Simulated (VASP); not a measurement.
# Zr (P6_3/mmc) in VASP: further runs

Runs on Zr. Level: LDA. Tasks: single point.

Everything below comes from runs of VASP 6.6.1. Logs are shortened: lines on timing, memory, paths and dates and some standing lists are left out, and cuts for length are marked.

## Step 1: The cell of the first run

It takes space group P6_3/mmc (No. 194, hexagonal). Conventional cell: a = 3.013 Å, b = 3.013 Å, c = 4.877 Å, α = 90.00°, β = 90.00°, γ = 120.00°. Within 3.9 Å of Zr (site symmetry -6m2) lie 12 Zr at 3.00 to 3.01 Å.

## Step 2: Single point, LDA (19.17 Å³/atom)

INCAR

```
SYSTEM = Zr
PREC = Accurate ; ENCUT = 520
EDIFF = 1E-6 ; ISMEAR = -1
SIGMA = 0.1 ; LREAL = .FALSE.
LASPH = .TRUE. ; NELM = 100
ALGO = Normal ; ISIF = 2
LWAVE = .FALSE. ; LCHARG = .FALSE.
NBANDS = 19
```

KPOINTS

```
Automatic mesh
0
G
  19 19 10
  0 0 0
```

POSCAR

```
Zr
1.0
    3.0128121047      0.0000000000      0.0000000000
   -1.5064060523      2.6091718195      0.0000000000
    0.0000000000      0.0000000000      4.8771519814
Zr
2
Direct
    0.3333333333      0.6666666667      0.2500000000
    0.6666666667      0.3333333333      0.7500000000
```

Potentials or basis: VASP PAW LDA potentials, release 64 (Zr_sv).

Started as:

```sh
$ cat potpaw_LDA.64/Zr_sv/POTCAR > POTCAR
$ mpirun -np 1 vasp_std > vasp.out
```

OUTCAR:

```text
SYSTEM = Zr
   PREC = Accurate
   ENCUT = 520
   EDIFF = 1E-6
   ISMEAR = -1
   LREAL = .FALSE.
   LASPH = .TRUE.
   NELM = 100
   ISIF = 2

 ion  position               nearest neighbor table
   1  0.333  0.667  0.250-   2 3.00   2 3.00   2 3.00   2 3.00   2 3.00   2 3.00
   2  0.667  0.333  0.750-   1 3.00   1 3.00   1 3.00   1 3.00   1 3.00   1 3.00

  LATTYP: Found a hexagonal cell.
 ALAT       =     3.0128121047
 C/A-ratio  =     1.6188038988

  Lattice vectors:

 A1 = (   3.0128121047,   0.0000000000,   0.0000000000)
 A2 = (  -1.5064060523,   2.6091718195,   0.0000000000)
 A3 = (   0.0000000000,   0.0000000000,   4.8771519814)

Analysis of symmetry for initial positions (statically):
=====================================================================
 Subroutine PRICEL returns:
 Original cell was already a primitive cell.

 Routine SETGRP: Setting up the symmetry group for a
 hexagonal supercell.

 Subroutine GETGRP returns: Found 24 space group operations
 (whereof 12 operations were pure point group operations)
 out of a pool of 24 trial point group operations.

The static configuration has the point symmetry D_3d.
 The point group associated with its full space group is D_6h.

Analysis of symmetry for dynamics (positions and initial velocities):
=====================================================================
 Subroutine PRICEL returns:
 Original cell was already a primitive cell.

 Routine SETGRP: Setting up the symmetry group for a
 hexagonal supercell.

 Subroutine GETGRP returns: Found 24 space group operations
 (whereof 12 operations were pure point group operations)
 out of a pool of 24 trial point group operations.

The dynamic configuration has the point symmetry D_3d.
 The point group associated with its full space group is D_6h.

 Subroutine INISYM returns: Found 24 space group operations
 (whereof 12 operations are pure point group operations),
 and found     1 'primitive' translations

----------------------------------------------------------------------------------------

                                     Primitive cell

  volume of cell :      38.3390

  direct lattice vectors                    reciprocal lattice vectors
     3.012812105  0.000000000  0.000000000     0.331915820  0.191631688  0.000000000
    -1.506406052  2.609171820  0.000000000     0.000000000  0.383263376  0.000000000
     0.000000000  0.000000000  4.877151981     0.000000000  0.000000000  0.205037695

  length of vectors
     3.012812105  3.012812105  4.877151981     0.383263376  0.383263376  0.205037695

  position of ions in fractional coordinates (direct lattice)
     0.333333333  0.666666667  0.250000000
     0.666666667  0.333333333  0.750000000

  ion indices of the primitive-cell ions
   primitive index   ion index
                 1           1
                 2           2

----------------------------------------------------------------------------------------

 KPOINTS: Automatic mesh

Automatic generation of k-mesh.
 Grid dimensions read from file:
 generate k-points for:   19   19   10

 Generating k-lattice:

  Cartesian coordinates                     Fractional coordinates (reciprocal lattice)
     0.017469254  0.010085878  0.000000000     0.052631579  0.000000000  0.000000000
     0.000000000  0.020171757  0.000000000     0.000000000  0.052631579  0.000000000
     0.000000000  0.000000000  0.020503769     0.000000000  0.000000000  0.100000000

  Length of vectors
     0.020171757  0.020171757  0.020503769

  Shift w.r.t. Gamma in fractional coordinates (k-lattice)
     0.000000000  0.000000000  0.000000000

 Subroutine IBZKPT returns following result:
 ===========================================

 Found    240 irreducible k-points:

 Following reciprocal coordinates:
            Coordinates               Weight
  0.000000  0.000000  0.000000      1.000000
  0.052632 -0.000000  0.000000      6.000000
  0.105263 -0.000000  0.000000      6.000000
  0.157895  0.000000  0.000000      6.000000
  0.210526 -0.000000  0.000000      6.000000
  0.263158 -0.000000  0.000000      6.000000
[... 16 lines left out ...]
  0.263158  0.105263  0.000000     12.000000
  0.315789  0.105263  0.000000     12.000000
 [... further k-points ...]
   k-points           NKPTS =    240   k-points in BZ     NKDIM =    240   number of bands    NBANDS=     19
   number of dos      NEDOS =    301   number of ions     NIONS =      2
   total plane-waves  NPLWV =  20736
   dimension x,y,z NGX =    24 NGY =   24 NGZ =   36
   dimension x,y,z NGXF=    48 NGYF=   48 NGZF=   72
   ions per type =               2
   NGX,Y,Z   is equivalent  to a cutoff of  13.24, 13.24, 12.27 a.u.
   NGXF,Y,Z  is equivalent  to a cutoff of  26.49, 26.49, 24.54 a.u.
 SYSTEM =  Zr
   PREC   = accura    normal or accurate (medium, high low for compatibility)
   ISTART =      0    job   : 0-new  1-cont  2-samecut
   ICHARG =      2    charge: 1-file 2-atom 10-const
   ISPIN  =      1    spin polarized calculation?
   LNONCOLLINEAR =      F non collinear calculations
   LSORBIT =      F    spin-orbit coupling
   LASPH  =      T    aspherical Exc in radial PAW
   ENCUT  =  520.0 eV  38.22 Ry    6.18 a.u.   5.60  5.60  9.07*2*pi/ulx,y,z
   NELM   =    100;   NELMIN=  2; NELMDL= -5     # of ELM steps
   EDIFF  = 0.1E-05   stopping-criterion for ELM
   LREAL  =      F    real-space projection
   EDIFFG = 0.1E-04   stopping-criterion for IOM
   NSW    =      0    number of steps for IOM
   IBRION =     -1    ionic relax: 0-MD 1-quasi-New 2-CG
   NFREE  =      0    steps in history (QN), initial steepest desc. (CG)
   ISIF   =      2    stress and relaxation
   ISYM   =      2    0-nonsym 1-usesym 2-fastsym
   POTIM  = 0.5000    time-step for ionic-motion
   TEBEG  =    0.0;   TEEND  =   0.0 temperature during run
   PSTRESS=    0.0 pullay stress
   NELECT =      24.0000    total number of electrons
   NUPDOWN=      -1.0000    fix difference up-down
   EMIN   =  10.00;   EMAX   =-10.00  energy-range for DOS
   EFERMI =   0.00;   METHOD = LEGACY
   ISMEAR =    -1;   SIGMA  =   0.10  broadening in eV -4-tet -1-fermi 0-gaus
   EFERMI_NEDOS =   21; number of points for ismear=-14 and -15
   IALGO  =     38    algorithm
   IMIX   =      4    mixing-type and parameters
     AMIX     =   0.40;   BMIX     =  1.00
     AMIX_MAG =   1.60;   BMIX_MAG =  1.00
  volume/ion in A,a.u.               =      19.17       129.36
  Fermi-wavevector in a.u.,A,eV,Ry     =   1.400441  2.646450 26.684233  1.961236
  Thomas-Fermi vector in A             =   2.523401
   LORBIT       =      0    0 simple, 1 ext, 2 COOP (PROOUT), +10 PAW based schemes
   GGA     = CA    functional components
   LHFCALC =     F    Hartree Fock is set to
   AEXX    =    0.0000 exact exchange contribution
   IVDW    =     0    specifies the selected vdW correction
   LEPSILON=     F    determine dielectric tensor
   LRPA    =     F    only Hartree local field effects (RPA)
 non-spin polarized calculation
  energy-cutoff  :      520.00
  volume of cell :       38.34
 maximum number of plane-waves:      1053
 NGX is ok and might be reduce to    24
   NGX = 11   NGY = 11   NGZ = 19

 number of electron      23.9999999 magnetization

 Free energy of the ion-electron system (eV)
  ---------------------------------------------------
  ext. energy  EPLUGINS =         0.00000000
  ---------------------------------------------------
  free energy    TOTEN  =       -18.36732813 eV

  energy without entropy =      -18.30403136  energy(sigma->0) =      -18.33567974

 E-fermi :  11.1027     XC(G=0): -12.2078

 val. band max:       11.1024423459   @ k =   0.0526  -0.0000   0.4000
 cond. band min:      11.1224315703   @ k =   0.0000   0.0000   0.5000
 fundamental gap:      0.0199892243
 Fermi energy:        11.1027484943

 k-point     1 :       0.0000    0.0000    0.0000
  band No.  band energies     occupation
      1     -37.1483      2.00000
      2     -36.8225      2.00000
      3     -16.2129      2.00000
      4     -14.6348      2.00000
      5     -14.6348      2.00000
      6     -14.4113      2.00000
[... 11 lines left out ...]
     18      13.7303      0.00000
     19      16.5437      0.00000

 k-point     2 :       0.0526   -0.0000    0.0000
  band No.  band energies     occupation
      1     -37.1410      2.00000
      2     -36.8191      2.00000
      3     -16.1975      2.00000
      4     -14.6734      2.00000
      5     -14.6470      2.00000
      6     -14.4424      2.00000
[... 11 lines left out ...]
     18      13.6352      0.00000
     19      16.6191      0.00000

 k-point     3 :       0.1053   -0.0000    0.0000
  band No.  band energies     occupation
      1     -37.1199      2.00000
      2     -36.8092      2.00000
      3     -16.1520      2.00000
      4     -14.7844      2.00000
      5     -14.6814      2.00000
      6     -14.5550      2.00000
[... 11 lines left out ...]
     18      13.4004      0.00000
     19      16.8066      0.00000

 k-point     4 :       0.1579    0.0000    0.0000
  band No.  band energies     occupation
      1     -37.0867      2.00000
      2     -36.7944      2.00000
      3     -16.0789      2.00000
      4     -14.9547      2.00000
      5     -14.7327      2.00000
      6     -14.7238      2.00000
[... 11 lines left out ...]
     18      13.6254      0.00000
     19      17.0335      0.00000

 k-point     5 :       0.2105   -0.0000    0.0000
  band No.  band energies     occupation
      1     -37.0440      2.00000
      2     -36.7768      2.00000
      3     -15.9819      2.00000
      4     -15.1643      2.00000
      5     -14.9258      2.00000
      6     -14.7941      2.00000
[... 11 lines left out ...]
     18      14.2036      0.00000
     19      17.2456      0.00000
[... 334 lines left out ...]
      2     -36.7702      2.00000
      3     -15.9418      2.00000
      4     -15.1812      2.00000
      5     -15.0750      2.00000
      6     -14.7681      2.00000
[... 11 lines left out ...]
     18      14.6933      0.00000
     19      17.1195      0.00000

 k-point    22 :       0.2105    0.1053    0.0000
  band No.  band energies     occupation
      1     -36.9804      2.00000
      2     -36.7540      2.00000
      3     -15.8291      2.00000
      4     -15.3858      2.00000
      5     -15.2358      2.00000
      6     -14.8610      2.00000
[... 11 lines left out ...]
     18      15.5082      0.00000
     19      17.2254      0.00000

 k-point    23 :       0.2632    0.1053    0.0000
  band No.  band energies     occupation
      1     -36.9323      2.00000
      2     -36.7407      2.00000
      3     -15.7054      2.00000
      4     -15.5870      2.00000
      5     -15.3824      2.00000
      6     -14.9514      2.00000
[... 11 lines left out ...]
     18      16.4152      0.00000
     19      17.3072      0.00000

 k-point    24 :       0.3158    0.1053    0.0000
  band No.  band energies     occupation
      1     -36.8874      2.00000
      2     -36.7323      2.00000
      3     -15.7586      2.00000
      4     -15.5802      2.00000
      5     -15.5065      2.00000
      6     -15.0277      2.00000
[... 11 lines left out ...]
     18      17.3607      0.00000
     19      17.3652      0.00000

 [... further k-points ...]

------------------------ aborting loop because EDIFF is reached ----------------------------------------

  FORCE on cell =-STRESS in cart. coord.  units (eV):
  Direction    XX          YY          ZZ          XY          YZ          ZX
  --------------------------------------------------------------------------------------
  -------------------------------------------------------------------------------------
  Total        3.7207908      3.7207908      4.3915195      0.0000000      0.0000000      0.0000000
  in kB      155.4908417    155.4908417    183.5204159      0.0000000      0.0000000      0.0000000
  external PRESSURE =     164.8340331 kB  Pullay stress =       0.0000000 kB

 VOLUME and BASIS-vectors are now :
 -----------------------------------------------------------------------------
  energy-cutoff  :      520.00
  volume of cell :       38.34
      direct lattice vectors                 reciprocal lattice vectors
     3.012812105  0.000000000  0.000000000     0.331915820  0.191631688  0.000000000
    -1.506406052  2.609171820  0.000000000     0.000000000  0.383263376  0.000000000
     0.000000000  0.000000000  4.877151981     0.000000000  0.000000000  0.205037695

 POSITION                                       TOTAL-FORCE (eV/Angst)
 -----------------------------------------------------------------------------------
     -0.00000      1.73945      1.21929        -0.000000      0.000000      0.000000
      1.50641      0.86972      3.65786         0.000000     -0.000000      0.000000
 -----------------------------------------------------------------------------------
    total drift:                                0.000000     -0.000000      0.000000

  FREE ENERGIE OF THE ION-ELECTRON SYSTEM (eV)
  ---------------------------------------------------
  free  energy   TOTEN  =       -18.3673281252 eV

  energy  without entropy=      -18.3040313615  energy(sigma->0) =      -18.33567974
```

Wall time 44 s (1 thread of Intel Xeon 6975P-C (Granite Rapids), shared host); peak memory 0.25 GiB.

What came out:

```
Free energy            : -18.3673 eV
Pressure               : 16.5 GPa
Band gap on the k mesh : zero (bands 12 and 13 overlap by 1.36 eV)
```

Levels at points of the mesh, in eV from the Fermi level:
| k point | band 8 | band 9 | band 10 | band 11 | band 12 | band 13 | band 14 | band 15 | band 16 | band 17 |
| --- | --- | --- | --- | --- | --- | --- | --- | --- | --- | --- |
| (0.00, 0.00, 0.00) | -25.51 | -5.83 | -3.55 | 0.89 | 0.89 | 0.90 | 1.74 | 1.74 | 2.09 | 2.63 |
| (0.00, 0.00, 0.50) | -25.62 | -3.93 | -3.93 | 0.02 | 0.02 | 0.81 | 0.81 | 0.81 | 0.81 | 4.86 |

Caveat: the cell stands under pressure.

## Step 3: Single point, LDA (20.04 Å³/atom)

This run uses another cell than the first one, of 20.04 Å³/atom.

INCAR

```
SYSTEM = Zr
PREC     = Accurate       ! precision mode
ENCUT    = 520            ! plane-wave cutoff, eV
EDIFF    = 1E-6           ! SCF threshold, eV
ISMEAR   = -1             ! smearing method
SIGMA    = 0.1            ! smearing width, eV
LREAL    = .False.        ! projectors in reciprocal space
LASPH    = .True.         ! aspherical terms in the spheres
NELM     = 80             ! most SCF steps
ALGO     = Normal         ! electronic algorithm
ISIF     = 2              ! what is computed and relaxed
LWAVE    = .False.        ! write WAVECAR
LCHARG   = .False.        ! write CHGCAR
GGA      = CA             ! functional
NBANDS   = 19             ! bands
```

KPOINTS

```
regular mesh
0
Gamma
  19 19 10
  0 0 0
```

POSCAR

```
Zr
1.0
    3.0577860800      0.0000000000      0.0000000000
   -1.5288930400      2.6481204246      0.0000000000
    0.0000000000      0.0000000000      4.9499560281
Zr
2
Direct
    0.3333333333      0.6666666667      0.2500000000
    0.6666666667      0.3333333333      0.7500000000
```

Potentials or basis: VASP PAW LDA potentials, release 64 (Zr_sv).

Started as:

```sh
$ cat potpaw_LDA.64/Zr_sv/POTCAR > POTCAR
$ mpirun -np 1 vasp_std > vasp.out
```

It took 47 s on 1 thread of Intel Xeon 6975P-C (Granite Rapids), shared host; peak memory 0.25 GiB.

The run converged. Its results:

```
Free energy            : -18.5117 eV
Pressure               : 10.1 GPa
Band gap on the k mesh : zero (bands 12 and 13 overlap by 1.35 eV)
```

Stress tensor (GPa, compression positive):
```
 9.51  0.00  0.00
 0.00  9.51  0.00
 0.00  0.00 11.17
```

Levels at points of the mesh, in eV from the Fermi level:
| k point | band 9 | band 10 | band 11 | band 12 | band 13 | band 14 | band 15 | band 16 |
| --- | --- | --- | --- | --- | --- | --- | --- | --- |
| (0.00, 0.00, 0.00) | -5.80 | -3.42 | 0.90 | 0.90 | 0.90 | 1.70 | 1.70 | 1.84 |
| (0.00, 0.00, 0.50) | -3.95 | -3.95 | 0.01 | 0.01 | 0.82 | 0.82 | 0.82 | 0.82 |

Caveat: the cell stands under pressure.

[end of part 1 of 2]
